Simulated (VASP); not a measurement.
# HfO2 (R-3m) in VASP: further runs

HfO2 is run at these levels: r2SCAN; tasks: single point.

All numbers are computed with VASP 6.6.1; they aren't measurements. Logs are shortened: lines on timing, memory, paths and dates and some standing lists are left out, and cuts for length are marked.

**1. The cell of the first run**

Symmetry: R-3m, No. 166, trigonal system. The conventional cell has a = 3.617 Å, b = 3.617 Å, c = 8.859 Å, α = 90.00°, β = 90.00°, γ = 120.00°. Hf (site symmetry -3m) has 8 O at 2.13 to 2.51 Å within 2.8 Å. O (site symmetry 3m) has 4 Hf at 2.13 to 2.51 Å and 3 O at 2.26 Å within 2.8 Å.

**2. Single point, r2SCAN (atoms displaced along a vibrational mode)**

Contents of POSCAR:

```
HfO2
1.0
    0.0000000000      2.5575000000      2.5575000000
    2.5575000000      0.0000000000      2.5575000000
    2.5575000000      2.5575000000      0.0000000000
Hf O
1 2
Direct
    0.0000000000      0.0000000000      0.0000000000
    0.2838621859      0.2838621859      0.2838621859
    0.7161378141      0.7161378141      0.7161378141
```

Contents of INCAR.step1:

```
  PREC = Accurate
  ENCUT = 520
  ISMEAR = 0
  SIGMA = 0.05
  LREAL = False
  LASPH = True
  NELM = 60
  NBANDS = 18
  GGA = PE
  ALGO = Normal
  EDIFF = 1E-4
  LWAVE = True
  LCHARG = False
```

Contents of INCAR.step2:

```
  PREC = Accurate
  ENCUT = 520
  EDIFF = 1E-7
  ISMEAR = 0
  SIGMA = 0.05
  LREAL = False
  LASPH = True
  NELM = 60
  ALGO = Normal
  ISIF = 2
  LWAVE = False
  LCHARG = True
  METAGGA = R2SCAN
  LMIXTAU = True
  LELF = True
  LVHAR = True
  NBANDS = 18
  ISTART = 1
```

Contents of KPOINTS:

```
regular mesh
0
Gamma
  8 8 8
```

Potentials or basis: VASP PAW PBE potentials, release 64 (Hf_pv, O).

The run is started by

```
> cat potpaw_PBE.64/Hf_pv/POTCAR potpaw_PBE.64/O/POTCAR > POTCAR
> cp INCAR.step1 INCAR
> mpirun -np 1 vasp_std > vasp.out
> cp INCAR.step2 INCAR
> mpirun -np 1 vasp_std > vasp.out
```

OUTCAR:

```text
PREC = Accurate
   ENCUT = 520
   EDIFF = 1E-7
   ISMEAR = 0
   LREAL = False
   LASPH = True
   NELM = 60
   ISIF = 2
   METAGGA = R2SCAN
   ISTART = 1

 ion  position               nearest neighbor table
   1  0.000  0.000  0.000-   3 2.13   3 2.13   3 2.13   2 2.13   2 2.13   2 2.13   3 2.51   2 2.51

   2  0.284  0.284  0.284-   1 2.13   1 2.13   1 2.13   1 2.51
   3  0.716  0.716  0.716-   1 2.13   1 2.13   1 2.13   1 2.51

  LATTYP: Found a face centered cubic cell.
 ALAT       =     5.1150000000

  Lattice vectors:

 A1 = (   0.0000000000,   2.5575000000,   2.5575000000)
 A2 = (   2.5575000000,   0.0000000000,   2.5575000000)
 A3 = (   2.5575000000,   2.5575000000,   0.0000000000)

Analysis of symmetry for initial positions (statically):
=====================================================================
 Subroutine PRICEL returns:
 Original cell was already a primitive cell.

 Routine SETGRP: Setting up the symmetry group for a
 face centered cubic supercell.

 Subroutine GETGRP returns: Found 12 space group operations
 (whereof 12 operations were pure point group operations)
 out of a pool of 48 trial point group operations.

The static configuration has the point symmetry D_3d.

Analysis of symmetry for dynamics (positions and initial velocities):
=====================================================================
 Subroutine PRICEL returns:
 Original cell was already a primitive cell.

 Routine SETGRP: Setting up the symmetry group for a
 face centered cubic supercell.

 Subroutine GETGRP returns: Found 12 space group operations
 (whereof 12 operations were pure point group operations)
 out of a pool of 48 trial point group operations.

The dynamic configuration has the point symmetry D_3d.

 Subroutine INISYM returns: Found 12 space group operations
 (whereof 12 operations are pure point group operations),
 and found     1 'primitive' translations

----------------------------------------------------------------------------------------

                                     Primitive cell

  volume of cell :      33.4562

  direct lattice vectors                    reciprocal lattice vectors
     0.000000000  2.557500000  2.557500000    -0.195503421  0.195503421  0.195503421
     2.557500000  0.000000000  2.557500000     0.195503421 -0.195503421  0.195503421
     2.557500000  2.557500000  0.000000000     0.195503421  0.195503421 -0.195503421

  length of vectors
     3.616851186  3.616851186  3.616851186     0.338621859  0.338621859  0.338621859

  position of ions in fractional coordinates (direct lattice)
     0.000000000  0.000000000  0.000000000
     0.283862186  0.283862186  0.283862186
     0.716137814  0.716137814  0.716137814

  ion indices of the primitive-cell ions
   primitive index   ion index
                 1           1
                 2           2
                 3           3

----------------------------------------------------------------------------------------

 KPOINTS: regular mesh

Automatic generation of k-mesh.
 Grid dimensions read from file:
 generate k-points for:    8    8    8

 Generating k-lattice:

  Cartesian coordinates                     Fractional coordinates (reciprocal lattice)
    -0.024437928  0.024437928  0.024437928     0.125000000  0.000000000  0.000000000
     0.024437928 -0.024437928  0.024437928     0.000000000  0.125000000  0.000000000
     0.024437928  0.024437928 -0.024437928     0.000000000  0.000000000  0.125000000

  Length of vectors
     0.042327732  0.042327732  0.042327732

  Shift w.r.t. Gamma in fractional coordinates (k-lattice)
     0.000000000  0.000000000  0.000000000

 Subroutine IBZKPT returns following result:
 ===========================================

 Found     65 irreducible k-points:

 Following reciprocal coordinates:
            Coordinates               Weight
  0.000000  0.000000  0.000000      1.000000
  0.125000  0.000000  0.000000      6.000000
  0.125000  0.125000  0.125000      2.000000
  0.250000  0.000000  0.000000      6.000000
  0.250000  0.250000  0.250000      2.000000
  0.375000  0.000000  0.000000      6.000000
[... 16 lines left out ...]
 -0.250000  0.125000  0.000000     12.000000
  0.125000  0.125000  0.375000      6.000000
 [... further k-points ...]
   k-points           NKPTS =     65   k-points in BZ     NKDIM =     65   number of bands    NBANDS=     18
   number of dos      NEDOS =    301   number of ions     NIONS =      3
   total plane-waves  NPLWV =  21952
   dimension x,y,z NGX =    28 NGY =   28 NGZ =   28
   dimension x,y,z NGXF=    56 NGYF=   56 NGZF=   56
   ions per type =               1   2
   NGX,Y,Z   is equivalent  to a cutoff of  12.87, 12.87, 12.87 a.u.
   NGXF,Y,Z  is equivalent  to a cutoff of  25.74, 25.74, 25.74 a.u.
 SYSTEM =  unknown system
   PREC   = accura    normal or accurate (medium, high low for compatibility)
   ISTART =      1    job   : 0-new  1-cont  2-samecut
   ICHARG =      0    charge: 1-file 2-atom 10-const
   ISPIN  =      1    spin polarized calculation?
   LNONCOLLINEAR =      F non collinear calculations
   LSORBIT =      F    spin-orbit coupling
   LASPH  =      T    aspherical Exc in radial PAW
   ENCUT  =  520.0 eV  38.22 Ry    6.18 a.u.   6.72  6.72  6.72*2*pi/ulx,y,z
   NELM   =     60;   NELMIN=  2; NELMDL=  0     # of ELM steps
   EDIFF  = 0.1E-06   stopping-criterion for ELM
   LREAL  =      F    real-space projection
   EDIFFG = 0.1E-05   stopping-criterion for IOM
   NSW    =      0    number of steps for IOM
   IBRION =     -1    ionic relax: 0-MD 1-quasi-New 2-CG
   NFREE  =      0    steps in history (QN), initial steepest desc. (CG)
   ISIF   =      2    stress and relaxation
   ISYM   =      2    0-nonsym 1-usesym 2-fastsym
   POTIM  = 0.5000    time-step for ionic-motion
   TEBEG  =    0.0;   TEEND  =   0.0 temperature during run
   PSTRESS=    0.0 pullay stress
   NELECT =      22.0000    total number of electrons
   NUPDOWN=      -1.0000    fix difference up-down
   EMIN   =  10.00;   EMAX   =-10.00  energy-range for DOS
   EFERMI =   0.00;   METHOD = LEGACY
   ISMEAR =     0;   SIGMA  =   0.05  broadening in eV -4-tet -1-fermi 0-gaus
   EFERMI_NEDOS =   21; number of points for ismear=-14 and -15
   IALGO  =     38    algorithm
   IMIX   =      4    mixing-type and parameters
     AMIX     =   0.40;   BMIX     =  1.00
     AMIX_MAG =   1.60;   BMIX_MAG =  1.00
  volume/ion in A,a.u.               =      11.15        75.26
  Fermi-wavevector in a.u.,A,eV,Ry     =   1.423607  2.690227 27.574337  2.026657
  Thomas-Fermi vector in A             =   2.544186
   LORBIT       =      0    0 simple, 1 ext, 2 COOP (PROOUT), +10 PAW based schemes
   METAGGA = R2SCAN    functional components
   LHFCALC =     F    Hartree Fock is set to
   AEXX    =    0.0000 exact exchange contribution
   IVDW    =     0    specifies the selected vdW correction
   LEPSILON=     F    determine dielectric tensor
   LRPA    =     F    only Hartree local field effects (RPA)
 non-spin polarized calculation
 Gauss-broadening in eV      SIGMA  =   0.05
  energy-cutoff  :      520.00
  volume of cell :       33.46
 maximum number of plane-waves:       934
   NGX = 13   NGY = 13   NGZ = 13

 number of electron      21.9999996 magnetization

 Free energy of the ion-electron system (eV)
  ---------------------------------------------------
  ext. energy  EPLUGINS =         0.00000000
  ---------------------------------------------------
  free energy    TOTEN  =       -67.18278798 eV

  energy without entropy =      -67.18278798  energy(sigma->0) =      -67.18278798

 E-fermi :   4.1337     XC(G=0): -12.3961

 val. band max:        3.9005483064   @ k =  -0.3750   0.3750   0.0000
 cond. band min:       7.6802230420   @ k =  -0.2500   0.2500   0.0000
 fundamental gap:      3.7796747355
 Fermi energy:         4.1337165913

 k-point     1 :       0.0000    0.0000    0.0000
  band No.  band energies     occupation
      1     -27.1480      2.00000
      2     -26.8636      2.00000
      3     -26.8636      2.00000
      4     -16.1211      2.00000
      5     -12.6557      2.00000
      6      -2.1186      2.00000
[... 10 lines left out ...]
     17      15.6052      0.00000
     18      16.4552      0.00000

 k-point     2 :       0.1250    0.0000    0.0000
  band No.  band energies     occupation
      1     -27.1561      2.00000
      2     -26.9357      2.00000
      3     -26.8725      2.00000
      4     -15.8769      2.00000
      5     -12.8606      2.00000
      6      -1.8905      2.00000
[... 10 lines left out ...]
     17      15.0895      0.00000
     18      16.4533      0.00000

 k-point     3 :       0.1250    0.1250    0.1250
  band No.  band energies     occupation
      1     -27.1885      2.00000
      2     -26.8690      2.00000
      3     -26.8690      2.00000
      4     -16.0318      2.00000
      5     -12.7231      2.00000
      6      -2.0673      2.00000
[... 10 lines left out ...]
     17      15.5850      0.00000
     18      16.4496      0.00000

 k-point     4 :       0.2500    0.0000    0.0000
  band No.  band energies     occupation
      1     -27.1923      2.00000
      2     -27.0853      2.00000
      3     -26.8939      2.00000
      4     -15.2694      2.00000
      5     -13.3002      2.00000
      6      -1.2473      2.00000
[... 375 lines left out ...]
      4     -15.4385      2.00000
      5     -13.0719      2.00000
      6      -1.7783      2.00000
[... 10 lines left out ...]
     17      15.3196      0.00000
     18      16.4328      0.00000

 k-point    23 :      -0.2500    0.1250    0.0000
  band No.  band energies     occupation
      1     -27.2113      2.00000
      2     -27.1520      2.00000
      3     -26.9392      2.00000
      4     -14.8387      2.00000
      5     -13.5530      2.00000
      6      -0.9921      2.00000
[... 10 lines left out ...]
     17      14.8078      0.00000
     18      16.4287      0.00000

 k-point    24 :       0.1250    0.1250    0.3750
  band No.  band energies     occupation
      1     -27.2585      2.00000
      2     -27.0878      2.00000
      3     -26.8974      2.00000
      4     -15.1254      2.00000
      5     -13.3809      2.00000
      6      -1.1697      2.00000
[... 10 lines left out ...]
     17      14.3969      0.00000
     18      16.4107      0.00000

 [... further k-points ...]

------------------------ aborting loop because EDIFF is reached ----------------------------------------

  FORCE on cell =-STRESS in cart. coord.  units (eV):
  Direction    XX          YY          ZZ          XY          YZ          ZX
  --------------------------------------------------------------------------------------
  -------------------------------------------------------------------------------------
  Total        0.4058833      0.4058833      0.4058833     -2.2167015     -2.2167015     -2.2167015
  in kB       19.4372512     19.4372512     19.4372512   -106.1551004   -106.1551004   -106.1551004
  external PRESSURE =      19.4372512 kB  Pullay stress =       0.0000000 kB

 VOLUME and BASIS-vectors are now :
 -----------------------------------------------------------------------------
  energy-cutoff  :      520.00
  volume of cell :       33.46
      direct lattice vectors                 reciprocal lattice vectors
     0.000000000  2.557500000  2.557500000    -0.195503421  0.195503421  0.195503421
     2.557500000  0.000000000  2.557500000     0.195503421 -0.195503421  0.195503421
     2.557500000  2.557500000  0.000000000     0.195503421  0.195503421 -0.195503421

 POSITION                                       TOTAL-FORCE (eV/Angst)
 -----------------------------------------------------------------------------------
      0.00000      0.00000      0.00000         0.000000      0.000000      0.000000
      1.45196      1.45196      1.45196        -2.224150     -2.224150     -2.224150
      3.66304      3.66304      3.66304         2.224150      2.224150      2.224150
 -----------------------------------------------------------------------------------
    total drift:                                0.000000      0.000000      0.000000

  FREE ENERGIE OF THE ION-ELECTRON SYSTEM (eV)
  ---------------------------------------------------
  free  energy   TOTEN  =       -67.1827879778 eV

  energy  without entropy=      -67.1827879778  energy(sigma->0) =      -67.18278798
```

Run time: 2.6 min. Hardware: 1 thread of AMD EPYC 9R45 (Zen 5), shared host; peak memory 0.16 GiB.

What came out:

```
Free energy            : -67.1828 eV
Pressure               : 1.9 GPa
Largest force          : 3.852 eV/Å
Band gap on the k mesh : 3.78 eV (least direct gap 4.23 eV)
```

Forces in eV/Å, atoms in the order of the input:
```
Hf   0.000  0.000  0.000
O   -2.224 -2.224 -2.224
O    2.224  2.224  2.224
```

Caveat: the cell differs from its parent crystal (atoms displaced along a vibrational mode); the PAW data sets were made with another functional, which shifts forces and pressure a little; spin-orbit coupling is left out, which moves the levels of the heavy elements.

**3. Single point, r2SCAN (atoms displaced along a vibrational mode)**

Contents of POSCAR:

```
HfO2
1.0
    0.0000000000      2.5575000000      2.5575000000
    2.5575000000      0.0000000000      2.5575000000
    2.5575000000      2.5575000000      0.0000000000
Hf O
1 2
Direct
    0.0000000000      0.0000000000      0.0000000000
    0.2246033606      0.2246033606      0.2246033606
    0.7753966394      0.7753966394      0.7753966394
```

Contents of INCAR.step1:

```
SYSTEM = HfO2
PREC = Accurate ; ENCUT = 520
ISMEAR = 0 ; SIGMA = 0.05
LREAL = .False. ; LASPH = .True.
NELM = 100 ; NBANDS = 18
GGA = PE ; ALGO = Normal
EDIFF = 1E-4 ; LWAVE = .True.
LCHARG = .False.
```

Contents of INCAR.step2:

```
SYSTEM = HfO2
PREC = Accurate ; ENCUT = 520
EDIFF = 1E-6 ; ISMEAR = 0
SIGMA = 0.05 ; LREAL = .False.
LASPH = .True. ; NELM = 100
ALGO = Normal ; ISIF = 2
LWAVE = .False. ; LCHARG = .True.
METAGGA = R2SCAN ; LMIXTAU = .True.
LELF = .True. ; LVHAR = .True.
NBANDS = 18 ; ISTART = 1
```

Contents of KPOINTS:

```
Automatic mesh
0
Gamma
  8 8 8
  0 0 0
```

Potentials or basis: VASP PAW PBE potentials, release 64 (Hf_pv, O).

The run is started by

```
> cat potpaw_PBE.64/Hf_pv/POTCAR potpaw_PBE.64/O/POTCAR > POTCAR
> cp INCAR.step1 INCAR
> mpirun -np 1 vasp_std > vasp.out
> cp INCAR.step2 INCAR
> mpirun -np 1 vasp_std > vasp.out
```

It took 2 min on 1 thread of AMD EPYC 9R45 (Zen 5), shared host; peak memory 0.16 GiB.

Results (log left out):

```yaml
Free_energy: -67.3651 eV
Pressure: 1.0 GPa
Largest_force: 5.523 eV/Å
Band_gap_on_the_k_mesh: 4.12 eV (least direct gap 4.28 eV)
```

Forces on the atoms (eV/Å):
```
Hf   0.000  0.000  0.000
O    3.189  3.189  3.189
O   -3.189 -3.189 -3.189
```

Stress tensor (GPa, compression positive):
```
0.99 8.18 8.18
8.18 0.99 8.18
8.18 8.18 0.99
```

Levels at points of the mesh, in eV from the valence-band top:
```
           k point  band 8  band 9  band 10  band 11  band 12  band 13  band 14  band 15
(0.00, 0.00, 0.00)   -5.27   -0.70    -0.64    -0.64     4.12     4.12     5.63     9.97
(0.50, 0.00, 0.00)   -3.27   -2.35    -2.01    -0.87     4.20     5.24     7.07     9.39
(0.50, 0.50, 0.50)   -3.18   -2.76    -2.76    -2.02     5.11     5.11     6.30     7.69
(0.50, 0.50, 0.00)   -3.25   -2.73    -0.67     0.00     4.28     5.67     6.70     7.21
```

Caveat: the cell differs from its parent crystal (atoms displaced along a vibrational mode); the PAW data sets were made with another functional, which shifts forces and pressure a little; spin-orbit coupling is left out, which moves the levels of the heavy elements.

**4. Single point, r2SCAN (atoms displaced along a vibrational mode)**

Contents of POSCAR:

```
HfO2
1.0
    0.0000000000      2.5575000000      2.5575000000
    2.5575000000      0.0000000000      2.5575000000
    2.5575000000      2.5575000000      0.0000000000
Hf O
1 2
Direct
    0.0000000000      0.0000000000      0.0000000000
    0.2796294126      0.2796294126      0.2796294126
    0.7203705874      0.7203705874      0.7203705874
```

Contents of INCAR.step1:

```
SYSTEM = HfO2
ALGO = Normal
EDIFF = 1E-4
ENCUT = 520
GGA = PE
ISMEAR = 0
LASPH = .True.
LCHARG = .False.
LREAL = .False.
LWAVE = .True.
NBANDS = 18
NELM = 80
PREC = Accurate
SIGMA = 0.05
```

Contents of INCAR.step2:

```
SYSTEM = HfO2
ALGO = Normal
EDIFF = 1E-6
ENCUT = 520
ISIF = 2
ISMEAR = 0
ISTART = 1
LASPH = .True.
LCHARG = .False.
LMIXTAU = .True.
LREAL = .False.
LWAVE = .False.
METAGGA = R2SCAN
NBANDS = 18
NELM = 80
PREC = Accurate
SIGMA = 0.05
```

Contents of KPOINTS:

```
k-points
0
Gamma
  8 8 8
  0 0 0
```

The run is started by

```
> cat potpaw_PBE.64/Hf_pv/POTCAR potpaw_PBE.64/O/POTCAR > POTCAR
> cp INCAR.step1 INCAR
> mpirun -np 1 vasp_std > vasp.out
> cp INCAR.step2 INCAR
> mpirun -np 1 vasp_std > vasp.out
```

It took 2.2 min on 1 thread of AMD EPYC 9R45 (Zen 5), shared host; peak memory 0.16 GiB.

The run converged. Its results:

| Property | Result |
| --- | --- |
| Free energy | -67.4603 eV |
| Pressure | -0.9 GPa |
| Largest force | 3.540 eV/Å |
| Band gap on the k mesh | 3.93 eV (least direct gap 4.37 eV) |

Forces in eV/Å, atoms in the order of the input:
```
Hf   0.000  0.000  0.000
O   -2.044 -2.044 -2.044
O    2.044  2.044  2.044
```

Stress tensor (GPa, compression positive):
```
-0.90 -8.86 -8.86
-8.86 -0.90 -8.86
-8.86 -8.86 -0.90
```

Levels at points of the mesh, in eV from the valence-band top:
```csv
k point,band 9,band 10,band 11,band 12,band 13,band 14
"(0.00, 0.00, 0.00)",-1.46,-0.26,-0.26,4.11,4.11,4.95
"(0.50, 0.00, 0.00)",-3.02,-2.72,-1.06,4.10,5.25,6.78
"(0.50, 0.50, 0.50)",-1.91,-0.90,-0.90,4.92,4.92,6.90
"(0.50, 0.50, 0.00)",-1.86,-1.77,0.00,4.65,5.69,6.41
```

Caveat: the cell differs from its parent crystal (atoms displaced along a vibrational mode); the PAW data sets were made with another functional, which shifts forces and pressure a little; spin-orbit coupling is left out, which moves the levels of the heavy elements. A k mesh can miss the band edges.

**5. Summary**

```csv
cell,gap on the mesh (eV),pressure (GPa),largest force (eV/Å)
"as given, atomic positions A",3.78,1.9,3.85
"as given, atomic positions B",4.12,1.0,5.52
"as given, atomic positions C",3.93,-0.9,3.54
```

Alike in all rows: task single point; level r2SCAN; potentials or basis VASP PAW PBE potentials, release 64 (Hf_pv, O); no spin polarisation; k mesh 8 × 8 × 8; cutoff (eV) 520; smearing gaussian 0.05 eV.

Caveats: the PAW data sets were made with another functional, which shifts forces and pressure a little; spin-orbit coupling is left out, which moves the levels of the heavy elements.

Total energies depend on the potentials used, so only differences within one code and one set of settings carry meaning.
